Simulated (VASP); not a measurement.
# Nb32N (a cell with a defect) in VASP: single point with PBE

Aim: the single point of Nb32N (a cell with a defect) with PBE.

Program: VASP 6.6.1. These are calculated values, not measurements. Logs are shortened: lines on timing, memory, paths and dates and some standing lists are left out, and cuts for length are marked.

### 1 The cell of the first run

The cell holds a defect, 33 atoms: a = 9.358 Å, b = 9.358 Å, c = 9.358 Å, α = 60.00°, β = 60.00°, γ = 60.00°.

### 2 Single point, PBE

Contents of INCAR:

```
ALGO = Normal ; EDIFF = 1E-6
ENCUT = 520 ; GGA = PE
GGA_COMPAT = F ; ISIF = 2
ISMEAR = 1 ; KPAR = 2
LASPH = T ; LCHARG = F
LREAL = Auto ; LWAVE = F
NBANDS = 232 ; NCORE = 2
NELM = 120 ; PREC = Accurate
SIGMA = 0.1
```

Contents of KPOINTS:

```
k-points
0
Gamma
  2 2 2
```

Contents of POSCAR:

```
Nb32N
1.0
    0.0000000000      6.6171497900      6.6171497900
    6.6171497900      0.0000000000      6.6171497900
    6.6171497900      6.6171497900      0.0000000000
Nb N
32 1
Direct
    0.0087191278      0.0003792730     -0.0004159294
    0.1244624046      0.1253835267      0.1245928316
    0.2490207789      0.2452373882      0.2444637115
    0.4035750970      0.3462411868      0.3454941808
   -0.0056621841      0.0110679876      0.4991528029
    0.1251021796      0.1254178924      0.6239554324
    0.2494797869      0.2622772905      0.7376741220
    0.3738243364      0.3760185871      0.8745290156
   -0.0056666388      0.4999296176      0.0103010461
    0.1251061497      0.6247187434      0.1246512280
    0.2494708371      0.7384667819      0.2614946187
    0.3738297577      0.8753300336      0.3752265207
    0.0113835534      0.5003720323      0.4995819290
    0.0953647544      0.6544829823      0.6536973400
    0.2499092704      0.7554992839      0.7547278101
    0.3744715138      0.8753513276      0.8745883594
    0.4902135227      0.0003702965     -0.0004106721
    0.6330778162      0.1167826506      0.1159700104
    0.7601833326      0.2452296173      0.2444593556
    0.8744636273      0.3753576117      0.3745860558
    0.5045998693     -0.0103485461      0.5000418792
    0.6244134913      0.1254135881      0.6239549603
    0.7494695833      0.2596359581      0.7403296021
    0.8745438027      0.3760277881      0.8745142206
    0.5045947762      0.5008138699     -0.0111092533
    0.6244087265      0.6247128238      0.1246505002
    0.7494649830      0.7411279718      0.2588343557
    0.8745249977      0.8753185005      0.3752310653
    0.4875666008      0.5003722232      0.4995864863
    0.6244583190      0.6253826498      0.6245972981
    0.7387703181      0.7554969738      0.7547196680
    0.8658370757      0.8839903952      0.8832205411
    0.2494708700      0.5003730934      0.4995827311
```

Potentials or basis: VASP PAW PBE potentials, release 64 (Nb_sv, N).

On the command line:

```console
$ cat potpaw_PBE.64/Nb_sv/POTCAR potpaw_PBE.64/N/POTCAR > POTCAR
$ mpirun -np 4 vasp_std > vasp.out
```

OUTCAR:

```text
EDIFF = 1E-6
   ENCUT = 520
   GGA = PE
   ISIF = 2
   ISMEAR = 1
   LASPH = T
   LREAL = Auto
   NELM = 120
   PREC = Accurate

 ion  position               nearest neighbor table
   1  0.009  0.000  1.000-  16 2.80   2 2.80   6 2.87  28 2.87  24 2.87  10 2.87  32 2.87  18 2.87

   2  0.124  0.125  0.125-  19 2.78   3 2.78  17 2.80   1 2.80   9 2.86   5 2.86  11 2.96   7 2.96

   3  0.249  0.245  0.244-   4 2.74   2 2.78  12 2.83   8 2.83  20 2.86  10 2.90   6 2.90  18 2.93

   4  0.404  0.346  0.345-  33 2.04   3 2.74  21 2.74  25 2.74  19 2.74   7 3.02  13 3.02  29 3.02
                            11 3.02  18 3.04
   5  0.994  0.011  0.499-  14 2.74  20 2.78   6 2.83  22 2.83   2 2.86  28 2.90  12 2.90  32 2.93

   6  0.125  0.125  0.624-   5 2.83  15 2.83  13 2.87   7 2.87   1 2.87  23 2.87   3 2.90  21 2.90

   7  0.249  0.262  0.738-  33 2.23  22 2.87  24 2.87   8 2.87   6 2.87   2 2.96  16 2.96   4 3.02
                            14 3.02
   8  0.374  0.376  0.875-  25 2.83   3 2.83   7 2.87  29 2.87  23 2.87  17 2.87  15 2.90   9 2.90

   9  0.994  0.500  0.010-  14 2.74  20 2.78  10 2.83  26 2.83   2 2.86  24 2.90   8 2.90  32 2.93

  10  0.125  0.625  0.125-   9 2.83  15 2.83  13 2.87  11 2.87  27 2.87   1 2.87   3 2.90  25 2.90

  11  0.249  0.738  0.261-  33 2.23  26 2.87  28 2.87  12 2.87  10 2.87  16 2.96   2 2.96  14 3.02
                             4 3.02
  12  0.374  0.875  0.375-  21 2.83   3 2.83  11 2.87  29 2.87  27 2.87  17 2.87   5 2.90  15 2.90

  13  0.011  0.500  0.500-  33 2.23  10 2.87  24 2.87  28 2.87   6 2.87  30 2.96  20 2.96   4 3.02
                            14 3.02
  14  0.095  0.654  0.654-  33 2.04   5 2.74  15 2.74  31 2.74   9 2.74  29 3.02  11 3.02   7 3.02
                            13 3.02  32 3.04
  15  0.250  0.755  0.755-  14 2.74  16 2.78   6 2.83  10 2.83  30 2.86   8 2.90  12 2.90  32 2.93

  16  0.374  0.875  0.875-  15 2.78  31 2.78   1 2.80  17 2.80  25 2.86  21 2.86  11 2.96   7 2.96
[... 13 lines left out ...]
  23  0.749  0.260  0.740-  20 2.80  30 2.80   6 2.87   8 2.87  24 2.87  22 2.87  18 2.87  32 2.87

  24  0.875  0.376  0.875-  19 2.83  25 2.83  13 2.87   7 2.87   1 2.87  23 2.87  31 2.90   9 2.90

  25  0.505  0.501  0.989-   4 2.74  30 2.78   8 2.83  24 2.83  16 2.86  26 2.90  10 2.90  18 2.93

  26  0.624  0.625  0.125-   9 2.83  31 2.83  29 2.87  11 2.87  27 2.87  17 2.87  25 2.90  19 2.90

  27  0.749  0.741  0.259-  30 2.80  20 2.80  12 2.87  10 2.87  28 2.87  26 2.87  32 2.87  18 2.87

  28  0.875  0.875  0.375-  19 2.83  21 2.83  11 2.87  13 2.87   1 2.87  27 2.87   5 2.90  31 2.90

  29  0.488  0.500  0.500-  33 2.23  26 2.87   8 2.87  12 2.87  22 2.87  20 2.96  30 2.96  14 3.02
                             4 3.02
  30  0.624  0.625  0.625-  21 2.78  25 2.78  23 2.80  27 2.80  31 2.86  15 2.86  29 2.96  13 2.96

  31  0.739  0.755  0.755-  14 2.74  16 2.78  22 2.83  26 2.83  30 2.86  24 2.90  28 2.90  32 2.93

  32  0.866  0.884  0.883-  27 2.87  17 2.87   1 2.87  23 2.87   9 2.93  31 2.93   5 2.93  15 2.93
                            14 3.04
  33  0.249  0.500  0.500-   4 2.04  14 2.04  13 2.23  11 2.23   7 2.23  29 2.23

  LATTYP: Found a face centered cubic cell.
 ALAT       =    13.2342995800

  Lattice vectors:

 A1 = (   0.0000000000,   6.6171497900,   6.6171497900)
 A2 = (   6.6171497900,   0.0000000000,   6.6171497900)
 A3 = (   6.6171497900,   6.6171497900,   0.0000000000)

Analysis of symmetry for initial positions (statically):
=====================================================================
 Subroutine PRICEL returns:
 Original cell was already a primitive cell.

 Routine SETGRP: Setting up the symmetry group for a
 face centered cubic supercell.

 Subroutine GETGRP returns: Found  1 space group operations
 (whereof  1 operations were pure point group operations)
 out of a pool of 48 trial point group operations.

The static configuration has the point symmetry C_1 .

Analysis of symmetry for dynamics (positions and initial velocities):
=====================================================================
 Subroutine PRICEL returns:
 Original cell was already a primitive cell.

 Routine SETGRP: Setting up the symmetry group for a
 face centered cubic supercell.

 Subroutine GETGRP returns: Found  1 space group operations
 (whereof  1 operations were pure point group operations)
 out of a pool of 48 trial point group operations.

The dynamic configuration has the point symmetry C_1 .

 Subroutine INISYM returns: Found  1 space group operations
 (whereof  1 operations are pure point group operations),
 and found     1 'primitive' translations

----------------------------------------------------------------------------------------

                                     Primitive cell

  volume of cell :     579.4859

  direct lattice vectors                    reciprocal lattice vectors
     0.000000000  6.617149790  6.617149790    -0.075561233  0.075561233  0.075561233
     6.617149790  0.000000000  6.617149790     0.075561233 -0.075561233  0.075561233
     6.617149790  6.617149790  0.000000000     0.075561233  0.075561233 -0.075561233

  length of vectors
     9.358062977  9.358062977  9.358062977     0.130875895  0.130875895  0.130875895

  position of ions in fractional coordinates (direct lattice)
     0.008719128  0.000379273  0.999584071
     0.124462405  0.125383527  0.124592832
     0.249020779  0.245237388  0.244463712
     0.403575097  0.346241187  0.345494181
     0.994337816  0.011067988  0.499152803
     0.125102180  0.125417892  0.623955432
[... 25 lines left out ...]
     0.865837076  0.883990395  0.883220541
     0.249470870  0.500373093  0.499582731

  ion indices of the primitive-cell ions
   primitive index   ion index
                 1           1
                 2           2
                 3           3
                 4           4
                 5           5
                 6           6
[... 25 lines left out ...]
                32          32
                33          33

----------------------------------------------------------------------------------------

 KPOINTS: k-points

Automatic generation of k-mesh.
 Grid dimensions read from file:
 generate k-points for:    2    2    2

 Generating k-lattice:

  Cartesian coordinates                     Fractional coordinates (reciprocal lattice)
    -0.037780617  0.037780617  0.037780617     0.500000000  0.000000000  0.000000000
     0.037780617 -0.037780617  0.037780617     0.000000000  0.500000000  0.000000000
     0.037780617  0.037780617 -0.037780617     0.000000000  0.000000000  0.500000000

  Length of vectors
     0.065437948  0.065437948  0.065437948

  Shift w.r.t. Gamma in fractional coordinates (k-lattice)
     0.000000000  0.000000000  0.000000000

 Subroutine IBZKPT returns following result:
 ===========================================

 Found      8 irreducible k-points:

 Following reciprocal coordinates:
            Coordinates               Weight
  0.000000  0.000000  0.000000      1.000000
  0.500000  0.000000  0.000000      1.000000
  0.000000  0.500000  0.000000      1.000000
  0.000000  0.000000  0.500000      1.000000
  0.500000  0.500000  0.500000      1.000000
  0.500000  0.500000  0.000000      1.000000
  0.000000  0.500000  0.500000      1.000000
  0.500000  0.000000  0.500000      1.000000
   k-points           NKPTS =      8   k-points in BZ     NKDIM =      8   number of bands    NBANDS=    232
   number of dos      NEDOS =    301   number of ions     NIONS =     33
   total plane-waves  NPLWV = 343000
   dimension x,y,z NGX =    70 NGY =   70 NGZ =   70
   dimension x,y,z NGXF=   140 NGYF=  140 NGZF=  140
   ions per type =              32   1
   NGX,Y,Z   is equivalent  to a cutoff of  12.44, 12.44, 12.44 a.u.
   NGXF,Y,Z  is equivalent  to a cutoff of  24.87, 24.87, 24.87 a.u.
 SYSTEM =  unknown system
   PREC   = accura    normal or accurate (medium, high low for compatibility)
   ISTART =      0    job   : 0-new  1-cont  2-samecut
   ICHARG =      2    charge: 1-file 2-atom 10-const
   ISPIN  =      1    spin polarized calculation?
   LNONCOLLINEAR =      F non collinear calculations
   LSORBIT =      F    spin-orbit coupling
   LASPH  =      T    aspherical Exc in radial PAW
   ENCUT  =  520.0 eV  38.22 Ry    6.18 a.u.  17.40 17.40 17.40*2*pi/ulx,y,z
   NELM   =    120;   NELMIN=  2; NELMDL= -5     # of ELM steps
   EDIFF  = 0.1E-05   stopping-criterion for ELM
   LREAL  =      T    real-space projection
   EDIFFG = 0.1E-04   stopping-criterion for IOM
   NSW    =      0    number of steps for IOM
   IBRION =     -1    ionic relax: 0-MD 1-quasi-New 2-CG
   NFREE  =      0    steps in history (QN), initial steepest desc. (CG)
   ISIF   =      2    stress and relaxation
   ISYM   =      2    0-nonsym 1-usesym 2-fastsym
   POTIM  = 0.5000    time-step for ionic-motion
   TEBEG  =    0.0;   TEEND  =   0.0 temperature during run
   PSTRESS=    0.0 pullay stress
   NELECT =     421.0000    total number of electrons
   NUPDOWN=      -1.0000    fix difference up-down
   EMIN   =  10.00;   EMAX   =-10.00  energy-range for DOS
   EFERMI =   0.00;   METHOD = LEGACY
   ISMEAR =     1;   SIGMA  =   0.10  broadening in eV -4-tet -1-fermi 0-gaus
   EFERMI_NEDOS =   21; number of points for ismear=-14 and -15
   IALGO  =     38    algorithm
   IMIX   =      4    mixing-type and parameters
     AMIX     =   0.40;   BMIX     =  1.00
     AMIX_MAG =   1.60;   BMIX_MAG =  1.00
  volume/ion in A,a.u.               =      17.56       118.50
  Fermi-wavevector in a.u.,A,eV,Ry     =   1.471707  2.781122 29.469134  2.165920
  Thomas-Fermi vector in A             =   2.586810
   LORBIT       =      0    0 simple, 1 ext, 2 COOP (PROOUT), +10 PAW based schemes
   GGA     = PE    functional components
   LHFCALC =     F    Hartree Fock is set to
   AEXX    =    0.0000 exact exchange contribution
   IVDW    =     0    specifies the selected vdW correction
   LEPSILON=     F    determine dielectric tensor
   LRPA    =     F    only Hartree local field effects (RPA)
 non-spin polarized calculation
 Methfessel and Paxton  Order N= 1 SIGMA  =   0.10
  energy-cutoff  :      520.00
  volume of cell :      579.49
 maximum number of plane-waves:     15644
 NGX is ok and might be reduce to    70
   NGX = 35   NGY = 35   NGZ = 35

 number of electron     421.0000009 magnetization

 Free energy of the ion-electron system (eV)
  ---------------------------------------------------
  ext. energy  EPLUGINS =         0.00000000
  ---------------------------------------------------
  free energy    TOTEN  =      -337.63508404 eV

  energy without entropy =     -337.61371651  energy(sigma->0) =     -337.62796153

 E-fermi :  11.3807     XC(G=0): -12.5301

 val. band max:       11.3764558111   @ k =   0.5000   0.0000   0.5000
 cond. band min:      11.3916865612   @ k =   0.5000   0.0000   0.5000
 fundamental gap:      0.0152307501
 Fermi energy:        11.3807381393

 k-point     1 :       0.0000    0.0000    0.0000
  band No.  band energies     occupation
      1     -43.2655      2.00000
      2     -43.2165      2.00000
      3     -43.2165      2.00000
      4     -43.1935      2.00000
      5     -43.0862      2.00000
      6     -43.0559      2.00000
[... 1789 lines left out ...]
    221      12.0668     -0.00000
    222      12.0726     -0.00000
 [bands above 222 left out]

------------------------ aborting loop because EDIFF is reached ----------------------------------------

  FORCE on cell =-STRESS in cart. coord.  units (eV):
  Direction    XX          YY          ZZ          XY          YZ          ZX
  --------------------------------------------------------------------------------------
  -------------------------------------------------------------------------------------
  Total       13.9720546      2.5387904      2.5497581     -0.0008537     -0.0028808      0.0000101
  in kB       38.6302895      7.0193119      7.0496356     -0.0023602     -0.0079650      0.0000279
  external PRESSURE =      17.5664123 kB  Pullay stress =       0.0000000 kB

 VOLUME and BASIS-vectors are now :
 -----------------------------------------------------------------------------
  energy-cutoff  :      520.00
  volume of cell :      579.49
      direct lattice vectors                 reciprocal lattice vectors
     0.000000000  6.617149790  6.617149790    -0.075561233  0.075561233  0.075561233
     6.617149790  0.000000000  6.617149790     0.075561233 -0.075561233  0.075561233
     6.617149790  6.617149790  0.000000000     0.075561233  0.075561233 -0.075561233

 POSITION                                       TOTAL-FORCE (eV/Angst)
 -----------------------------------------------------------------------------------
      6.61691      6.67209      0.06021        -0.000086     -0.000416     -0.001993
      1.65413      1.64804      1.65327         0.003568      0.000349      0.000055
      3.24043      3.26546      3.27058         0.000630     -0.005070     -0.004429
      4.57732      4.95670      4.96165         0.019184     -0.000035      0.000914
      3.37621      9.88265      6.65292        -0.000143     -0.005772      0.005055
      4.95872      4.95663      1.65773         0.000426      0.000027      0.002761
[... 25 lines left out ...]
     11.69390     11.57378     11.57887         0.000498     -0.000034      0.000515
      6.61686      4.95660      4.96183        -0.000015     -0.000111      0.000214
 -----------------------------------------------------------------------------------
    total drift:                                0.000927      0.008436     -0.001548

  FREE ENERGIE OF THE ION-ELECTRON SYSTEM (eV)
  ---------------------------------------------------
  free  energy   TOTEN  =      -337.6350840447 eV

  energy  without entropy=     -337.6137165098  energy(sigma->0) =     -337.62796153
```

Run time: 18 min. Hardware: 4 MPI ranks of Intel Xeon Platinum 8375C at 2.90GHz (Ice Lake), shared host; peak memory 0.66 GiB.

Results:

```yaml
Free_energy: -337.6351 eV
Pressure: 1.8 GPa
Largest_force: 0.019 eV/Å
Band_gap_on_the_k_mesh: zero (an odd number of electrons rules out a gap without spin polarisation)
```

Forces in eV/Å, atoms in the order of the input:
```
Nb   0.000  0.000 -0.002
Nb   0.004  0.000  0.000
Nb   0.001 -0.005 -0.004
Nb   0.019  0.000  0.001
Nb   0.000 -0.006  0.005
Nb   0.000  0.000  0.003
Nb   0.000 -0.003  0.001
Nb  -0.001 -0.001  0.001
Nb   0.000  0.004 -0.005
Nb   0.001  0.002  0.001
Nb   0.000  0.002 -0.004
Nb  -0.001  0.000 -0.002
Nb   0.000  0.003  0.003
Nb  -0.019  0.000 -0.001
Nb  -0.001  0.005  0.004
Nb  -0.004  0.000  0.000
Nb   0.000  0.001  0.000
Nb  -0.002  0.000 -0.001
Nb   0.001  0.004  0.004
Nb  -0.004  0.001  0.000
Nb   0.000  0.004 -0.004
Nb   0.001 -0.002  0.001
Nb   0.000  0.001 -0.002
Nb   0.000  0.000  0.000
Nb   0.000 -0.005  0.005
Nb   0.001  0.000  0.000
Nb   0.000 -0.002  0.002
Nb   0.000  0.002  0.000
Nb   0.000 -0.004 -0.004
Nb   0.004  0.000  0.000
Nb   0.000 -0.005 -0.005
Nb   0.000  0.000  0.001
N    0.000  0.000  0.000
```

Stress tensor (GPa, compression positive):
```
3.86 0.00 0.00
0.00 0.70 0.00
0.00 0.00 0.70
```

Levels at points of the mesh, in eV from the Fermi level:
| k point | band 207 | band 208 | band 209 | band 210 | band 211 | band 212 |
| --- | --- | --- | --- | --- | --- | --- |
| (0.00, 0.00, 0.00) | -1.08 | -1.08 | -1.08 | -0.82 | 0.11 | 0.14 |
| (0.50, 0.00, 0.00) | -0.15 | -0.13 | -0.06 | 0.02 | 0.03 | 0.04 |
| (0.00, 0.50, 0.00) | -0.15 | -0.13 | -0.06 | 0.02 | 0.03 | 0.04 |
| (0.00, 0.00, 0.50) | -0.15 | -0.13 | -0.06 | 0.02 | 0.03 | 0.04 |
| (0.50, 0.50, 0.50) | -0.15 | -0.13 | -0.06 | 0.02 | 0.03 | 0.04 |
| (0.50, 0.50, 0.00) | -0.32 | -0.31 | -0.26 | -0.22 | -0.22 | 0.00 |
| (0.00, 0.50, 0.50) | -0.34 | -0.32 | -0.27 | -0.18 | -0.03 | 0.09 |
| (0.50, 0.00, 0.50) | -0.32 | -0.31 | -0.26 | -0.22 | -0.21 | 0.00 |

Caveat: the k points lie up to 0.41 Å⁻¹ apart, too coarse for converged energies and pressures of a metal.
